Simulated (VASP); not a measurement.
Set up this calculation in VASP 6.6.1, as the native input.

* Task: single point
* Functional: PBE
* Dispersion: D3(BJ)
* Potentials or basis: VASP PAW PBE potentials, release 64 (Ta_pv, Cu)
* Cutoff: 520 eV
* k mesh: 4 × 4 × 1
* Occupations: gaussian, width 0.1 eV
* Spin: no spin polarisation
* Dipole correction: yes
* Further INCAR settings: LREAL = Auto; ALGO = Normal; EDIFF = 1e-07; NBANDS = 108

The structure of Ta16Cu lies in POSCAR:

```
Ta16Cu
1.0
    6.5699959905      0.0000000000      0.0000000000
    0.0000000000      6.5699959905      0.0000000000
    0.0000000000      0.0000000000     21.9099229040
Ta Cu
16 1
Direct
    0.2500000000      0.2500000000      0.1825656812
    0.2500000000      0.7500000000      0.1825656812
    0.7500000000      0.2500000000      0.1825656812
    0.7500000000      0.7500000000      0.1825656812
    0.0000000000      0.0000000000      0.2575316683
    0.0000000000      0.5000000000      0.2575316683
    0.5000000000      0.0000000000      0.2575316683
    0.5000000000      0.5000000000      0.2575316683
    0.2500000000      0.2500000000      0.3326484497
    0.2500000000      0.7500000000      0.3326484497
    0.7500000000      0.2500000000      0.3326484497
    0.7500000000      0.7500000000      0.3326484497
    0.0000000000      0.0000000000      0.4020973941
    0.0000000000      0.5000000000      0.4020973941
    0.5000000000      0.0000000000      0.4020973941
    0.5000000000      0.5000000000      0.4020973941
    0.1875000000      0.1875000000      0.5162009448
```

These files were run (other wordings do the same):

INCAR

```
PREC     = Accurate       # precision mode
ENCUT    = 520            # plane-wave cutoff, eV
EDIFF    = 1E-7           # SCF threshold, eV
ISMEAR   = 0              # smearing method
SIGMA    = 0.1            # smearing width, eV
LREAL    = Auto         
LASPH    = True           # aspherical terms in the spheres
NELM     = 80             # most SCF steps
ALGO     = Normal         # electronic algorithm
ISIF     = 2              # what is computed and relaxed
LWAVE    = False          # write WAVECAR
LCHARG   = True           # write CHGCAR
LDIPOL   = True         
IDIPOL   = 3            
DIPOL    = 0.5 0.5 0.307
GGA      = PE             # functional
IVDW     = 12             # dispersion correction
LELF     = True           # ELF
LVHAR    = True         
LVACPOTAV= True         
NBANDS   = 108            # bands
```

KPOINTS

```
Automatic mesh
0
Gamma
  4 4 1
```

Potentials or basis: VASP PAW PBE potentials, release 64 (Ta_pv, Cu).

Run with:

```bash
$ cat potpaw_PBE.64/Ta_pv/POTCAR potpaw_PBE.64/Cu/POTCAR > POTCAR
$ mpirun -np 1 vasp_std > vasp.out
```

Results of the run:

```json
{
 "Largest force": "1.534 eV/Å",
 "Band gap on the k mesh": "zero (an odd number of electrons rules out a gap without spin polarisation)",
 "Dispersion energy per atom": "-0.403 eV"
}
```

Caveat: spin-orbit coupling is left out, which moves the levels of the heavy elements.

It took 73 min on 1 thread of Intel(R) Xeon(R) 6975P-C (Granite Rapids) (shared host), peak memory 1.1 GiB.
